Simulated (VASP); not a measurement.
# NaI (R-3m) in VASP: single point with r2SCAN

Aim: the single point of NaI with r2SCAN.

Program: VASP 6.6.1. These are calculated values, not measurements. Logs are shortened: lines on timing, memory, paths and dates and some standing lists are left out, and cuts for length are marked.

### 1 The cell of the first run

It takes space group R-3m (No. 166, trigonal). Conventional cell: a = 5.920 Å, b = 5.920 Å, c = 6.557 Å, α = 90.00°, β = 90.00°, γ = 120.00°. Within 4.3 Å of Na (site symmetry -3m) lie 8 I at 3.28 to 3.59 Å and 6 Na at 4.06 Å. Within 4.3 Å of I (site symmetry -3m) lie 8 Na at 3.28 to 3.59 Å and 6 I at 4.06 Å.

### 2 Single point, r2SCAN (epitaxial 111 strain +3.6%)

POSCAR reads:

```
NaI
1.0
    4.0526221405     -0.1333738751     -0.1333738751
   -0.1333738751      4.0526221405     -0.1333738751
   -0.1333738751     -0.1333738751      4.0526221405
Na I
1 1
Direct
    0.0000000000      0.0000000000      0.0000000000
    0.5000000000      0.5000000000      0.5000000000
```

INCAR.step1 reads:

```
SYSTEM = NaI
  PREC = Accurate
  ENCUT = 520
  ISMEAR = 0
  SIGMA = 0.01
  LREAL = .FALSE.
  LASPH = .TRUE.
  NELM = 80
  NBANDS = 14
  GGA = PE
  ALGO = Normal
  EDIFF = 1E-4
  LWAVE = .TRUE.
  LCHARG = .FALSE.
```

INCAR.step2 reads:

```
SYSTEM = NaI
  PREC = Accurate
  ENCUT = 520
  EDIFF = 1E-6
  ISMEAR = 0
  SIGMA = 0.01
  LREAL = .FALSE.
  LASPH = .TRUE.
  NELM = 80
  ALGO = Normal
  ISIF = 2
  LWAVE = .FALSE.
  LCHARG = .TRUE.
  METAGGA = R2SCAN
  LMIXTAU = .TRUE.
  LELF = .TRUE.
  LVHAR = .TRUE.
  NBANDS = 14
  ISTART = 1
```

KPOINTS reads:

```
regular mesh
0
G
  6 6 6
  0 0 0
```

Potentials or basis: VASP PAW PBE potentials, release 64 (Na_pv, I).

Launch:

```
$ cat potpaw_PBE.64/Na_pv/POTCAR potpaw_PBE.64/I/POTCAR > POTCAR
$ cp INCAR.step1 INCAR
$ mpirun -np 1 vasp_std > vasp.out
$ cp INCAR.step2 INCAR
$ mpirun -np 1 vasp_std > vasp.out
```

OUTCAR:

```text
SYSTEM = NaI
   PREC = Accurate
   ENCUT = 520
   EDIFF = 1E-6
   ISMEAR = 0
   LREAL = .FALSE.
   LASPH = .TRUE.
   NELM = 80
   ISIF = 2
   METAGGA = R2SCAN
   ISTART = 1

 ion  position               nearest neighbor table
   1  0.000  0.000  0.000-
   2  0.500  0.500  0.500-

  LATTYP: Found a trigonal (rhomboedric) cell.
 ALAT       =     4.0570091687
 COS(alpha) =    -0.0645979924

  Lattice vectors:

 A1 = (   4.0526221405,  -0.1333738751,  -0.1333738751)
 A2 = (  -0.1333738751,   4.0526221405,  -0.1333738751)
 A3 = (  -0.1333738751,  -0.1333738751,   4.0526221405)

Analysis of symmetry for initial positions (statically):
=====================================================================
 Subroutine PRICEL returns:
 Original cell was already a primitive cell.

 Routine SETGRP: Setting up the symmetry group for a
 trigonal (rhombohedral) supercell.

 Subroutine GETGRP returns: Found 12 space group operations
 (whereof 12 operations were pure point group operations)
 out of a pool of 12 trial point group operations.

The static configuration has the point symmetry D_3d.

Analysis of symmetry for dynamics (positions and initial velocities):
=====================================================================
 Subroutine PRICEL returns:
 Original cell was already a primitive cell.

 Routine SETGRP: Setting up the symmetry group for a
 trigonal (rhombohedral) supercell.

 Subroutine GETGRP returns: Found 12 space group operations
 (whereof 12 operations were pure point group operations)
 out of a pool of 12 trial point group operations.

The dynamic configuration has the point symmetry D_3d.

 Subroutine INISYM returns: Found 12 space group operations
 (whereof 12 operations are pure point group operations),
 and found     1 'primitive' translations

----------------------------------------------------------------------------------------

                                     Primitive cell

  volume of cell :      66.3382

  direct lattice vectors                    reciprocal lattice vectors
     4.052622140 -0.133373875 -0.133373875     0.247307771  0.008416001  0.008416001
    -0.133373875  4.052622140 -0.133373875     0.008416001  0.247307771  0.008416001
    -0.133373875 -0.133373875  4.052622140     0.008416001  0.008416001  0.247307771

  length of vectors
     4.057009169  4.057009169  4.057009169     0.247594006  0.247594006  0.247594006

  position of ions in fractional coordinates (direct lattice)
     0.000000000  0.000000000  0.000000000
     0.500000000  0.500000000  0.500000000

  ion indices of the primitive-cell ions
   primitive index   ion index
                 1           1
                 2           2

----------------------------------------------------------------------------------------

 KPOINTS: regular mesh

Automatic generation of k-mesh.
 Grid dimensions read from file:
 generate k-points for:    6    6    6

 Generating k-lattice:

  Cartesian coordinates                     Fractional coordinates (reciprocal lattice)
     0.041217962  0.001402667  0.001402667     0.166666667 -0.000000000 -0.000000000
     0.001402667  0.041217962  0.001402667    -0.000000000  0.166666667 -0.000000000
     0.001402667  0.001402667  0.041217962    -0.000000000 -0.000000000  0.166666667

  Length of vectors
     0.041265668  0.041265668  0.041265668

  Shift w.r.t. Gamma in fractional coordinates (k-lattice)
     0.000000000  0.000000000  0.000000000

 Subroutine IBZKPT returns following result:
 ===========================================

 Found     32 irreducible k-points:

 Following reciprocal coordinates:
            Coordinates               Weight
  0.000000  0.000000  0.000000      1.000000
  0.166667  0.000000  0.000000      6.000000
  0.333333  0.000000  0.000000      6.000000
  0.500000 -0.000000  0.000000      3.000000
  0.166667  0.166667  0.000000      6.000000
  0.333333  0.166667  0.000000     12.000000
[... 16 lines left out ...]
  0.500000  0.500000  0.166667      6.000000
 -0.333333  0.500000  0.166667     12.000000
 [... further k-points ...]
   k-points           NKPTS =     32   k-points in BZ     NKDIM =     32   number of bands    NBANDS=     14
   number of dos      NEDOS =    301   number of ions     NIONS =      2
   total plane-waves  NPLWV =  27000
   dimension x,y,z NGX =    30 NGY =   30 NGZ =   30
   dimension x,y,z NGXF=    60 NGYF=   60 NGZF=   60
   ions per type =               1   1
   NGX,Y,Z   is equivalent  to a cutoff of  12.29, 12.29, 12.29 a.u.
   NGXF,Y,Z  is equivalent  to a cutoff of  24.59, 24.59, 24.59 a.u.
 SYSTEM =  NaI
   PREC   = accura    normal or accurate (medium, high low for compatibility)
   ISTART =      1    job   : 0-new  1-cont  2-samecut
   ICHARG =      0    charge: 1-file 2-atom 10-const
   ISPIN  =      1    spin polarized calculation?
   LNONCOLLINEAR =      F non collinear calculations
   LSORBIT =      F    spin-orbit coupling
   LASPH  =      T    aspherical Exc in radial PAW
   ENCUT  =  520.0 eV  38.22 Ry    6.18 a.u.   7.54  7.54  7.54*2*pi/ulx,y,z
   NELM   =     80;   NELMIN=  2; NELMDL=  0     # of ELM steps
   EDIFF  = 0.1E-05   stopping-criterion for ELM
   LREAL  =      F    real-space projection
   EDIFFG = 0.1E-04   stopping-criterion for IOM
   NSW    =      0    number of steps for IOM
   IBRION =     -1    ionic relax: 0-MD 1-quasi-New 2-CG
   NFREE  =      0    steps in history (QN), initial steepest desc. (CG)
   ISIF   =      2    stress and relaxation
   ISYM   =      2    0-nonsym 1-usesym 2-fastsym
   POTIM  = 0.5000    time-step for ionic-motion
   TEBEG  =    0.0;   TEEND  =   0.0 temperature during run
   PSTRESS=    0.0 pullay stress
   NELECT =      14.0000    total number of electrons
   NUPDOWN=      -1.0000    fix difference up-down
   EMIN   =  10.00;   EMAX   =-10.00  energy-range for DOS
   EFERMI =   0.00;   METHOD = LEGACY
   ISMEAR =     0;   SIGMA  =   0.01  broadening in eV -4-tet -1-fermi 0-gaus
   EFERMI_NEDOS =   21; number of points for ismear=-14 and -15
   IALGO  =     38    algorithm
   IMIX   =      4    mixing-type and parameters
     AMIX     =   0.40;   BMIX     =  1.00
     AMIX_MAG =   1.60;   BMIX_MAG =  1.00
  volume/ion in A,a.u.               =      33.17       223.84
  Fermi-wavevector in a.u.,A,eV,Ry     =   0.974682  1.841882 12.925600  0.950005
  Thomas-Fermi vector in A             =   2.105161
   LORBIT       =      0    0 simple, 1 ext, 2 COOP (PROOUT), +10 PAW based schemes
   METAGGA = R2SCAN    functional components
   LHFCALC =     F    Hartree Fock is set to
   AEXX    =    0.0000 exact exchange contribution
   IVDW    =     0    specifies the selected vdW correction
   LEPSILON=     F    determine dielectric tensor
   LRPA    =     F    only Hartree local field effects (RPA)
 non-spin polarized calculation
 Gauss-broadening in eV      SIGMA  =   0.01
  energy-cutoff  :      520.00
  volume of cell :       66.34
 maximum number of plane-waves:      1806
   NGX = 15   NGY = 15   NGZ = 15

 number of electron      13.9999979 magnetization

 Free energy of the ion-electron system (eV)
  ---------------------------------------------------
  ext. energy  EPLUGINS =         0.00000000
  ---------------------------------------------------
  free energy    TOTEN  =       -30.73568652 eV

  energy without entropy =      -30.73568652  energy(sigma->0) =      -30.73568652

 E-fermi :   1.6973     XC(G=0):  -8.1870

 val. band max:        1.5663391667   @ k =   0.5000   0.5000   0.0000
 cond. band min:       4.7025111581   @ k =   0.0000   0.0000   0.0000
 fundamental gap:      3.1361719914
 Fermi energy:         1.6972611704

 k-point     1 :       0.0000    0.0000    0.0000
  band No.  band energies     occupation
      1     -22.9238      2.00000
      2     -22.9238      2.00000
      3     -22.9105      2.00000
      4     -10.5460      2.00000
      5       0.7168      2.00000
      6       1.0619      2.00000
      7       1.0619      2.00000
      8       4.7025      0.00000
      9       7.7804      0.00000
     10       7.7804      0.00000
     11      13.2590      0.00000
     12      13.2590      0.00000
     13      13.5490      0.00000
     14      13.9236      0.00000

 k-point     2 :       0.1667    0.0000    0.0000
  band No.  band energies     occupation
      1     -22.9250      2.00000
      2     -22.9236      2.00000
      3     -22.9109      2.00000
      4     -10.4661      2.00000
      5       0.0420      2.00000
      6       0.9268      2.00000
      7       1.1339      2.00000
      8       5.3666      0.00000
      9       8.0165      0.00000
     10       8.5660      0.00000
     11      11.7737      0.00000
     12      11.9523      0.00000
     13      13.2445      0.00000
     14      14.0795      0.00000

 k-point     3 :       0.3333    0.0000    0.0000
  band No.  band energies     occupation
      1     -22.9278      2.00000
      2     -22.9233      2.00000
      3     -22.9114      2.00000
      4     -10.2951      2.00000
      5      -1.1576      2.00000
      6       1.0543      2.00000
      7       1.2869      2.00000
      8       6.3205      0.00000
      9       8.6578      0.00000
     10       9.1698      0.00000
     11      10.6962      0.00000
     12      10.7507      0.00000
     13      12.3803      0.00000
     14      13.4533      0.00000
[... 324 lines left out ...]
 k-point    23 :       0.5000    0.5000    0.1667
  band No.  band energies     occupation
      1     -22.9300      2.00000
      2     -22.9266      2.00000
      3     -22.9134      2.00000
      4      -9.8434      2.00000
      5      -0.9629      2.00000
      6      -0.8221      2.00000
      7       0.9187      2.00000
      8       5.2702      0.00000
      9       8.3430      0.00000
     10       8.6909      0.00000
     11      10.4901      0.00000
     12      12.2691      0.00000
     13      13.2787      0.00000
     14      13.7385      0.00000

 k-point    24 :      -0.3333    0.5000    0.1667
  band No.  band energies     occupation
      1     -22.9294      2.00000
      2     -22.9262      2.00000
      3     -22.9131      2.00000
      4      -9.9226      2.00000
      5      -1.0862      2.00000
      6      -0.4277      2.00000
      7       0.8446      2.00000
      8       5.9563      0.00000
      9       8.2107      0.00000
     10       8.7547      0.00000
     11      10.3056      0.00000
     12      12.3435      0.00000
     13      12.8530      0.00000
     14      13.3722      0.00000

 [... further k-points ...]
[... 5 lines left out ...]
  --------------------------------------------------------------------------------------
  -------------------------------------------------------------------------------------
  Total       -0.0387777     -0.0387777     -0.0387777     -0.0302576     -0.0302576     -0.0302576
  in kB       -0.9365447     -0.9365447     -0.9365447     -0.7307702     -0.7307702     -0.7307702
  external PRESSURE =      -0.9365447 kB  Pullay stress =       0.0000000 kB

 VOLUME and BASIS-vectors are now :
 -----------------------------------------------------------------------------
  energy-cutoff  :      520.00
  volume of cell :       66.34
      direct lattice vectors                 reciprocal lattice vectors
     4.052622140 -0.133373875 -0.133373875     0.247307771  0.008416001  0.008416001
    -0.133373875  4.052622140 -0.133373875     0.008416001  0.247307771  0.008416001
    -0.133373875 -0.133373875  4.052622140     0.008416001  0.008416001  0.247307771

 POSITION                                       TOTAL-FORCE (eV/Angst)
 -----------------------------------------------------------------------------------
      0.00000      0.00000      0.00000        -0.000000      0.000000      0.000000
      1.89294      1.89294      1.89294         0.000000     -0.000000      0.000000
 -----------------------------------------------------------------------------------
    total drift:                               -0.000000     -0.000000     -0.000000

  FREE ENERGIE OF THE ION-ELECTRON SYSTEM (eV)
  ---------------------------------------------------
  free  energy   TOTEN  =       -30.7356865172 eV

  energy  without entropy=      -30.7356865172  energy(sigma->0) =      -30.73568652
```

Run time: 82 s. Hardware: 1 thread of AMD EPYC 7R43 (Zen 3), shared host; peak memory 0.15 GiB.

What came out:

```
Free energy            : -30.7357 eV
Pressure               : -0.1 GPa
Band gap on the k mesh : 3.14 eV (least direct gap 3.47 eV)
```

Stress tensor (GPa, compression positive):
```
-0.09 -0.07 -0.07
-0.07 -0.09 -0.07
-0.07 -0.07 -0.09
```

Levels at points of the mesh, in eV from the valence-band top:
```
           k point  band 3  band 4  band 5  band 6  band 7  band 8  band 9  band 10  band 11  band 12
(0.00, 0.00, 0.00)  -24.48  -12.11   -0.85   -0.50   -0.50    3.14    6.21     6.21    11.69    11.69
(0.50, 0.00, 0.00)  -24.48  -11.77   -3.21   -0.44   -0.20    5.33    7.25     7.58     8.57     8.95
(0.50, 0.50, 0.00)  -24.48  -11.48   -2.64   -2.49    0.00    3.47    7.59     8.84     9.27     9.38
(0.50, 0.50, 0.50)  -24.48  -11.19   -2.14   -2.14   -2.00    4.54    4.54     5.26     7.70    14.17
```

Caveat: the cell differs from its parent crystal (epitaxial 111 strain +3.6%); the PAW data sets were made with another functional, which shifts forces and pressure a little; spin-orbit coupling is left out, which moves the levels of the heavy elements. A k mesh can miss the band edges.
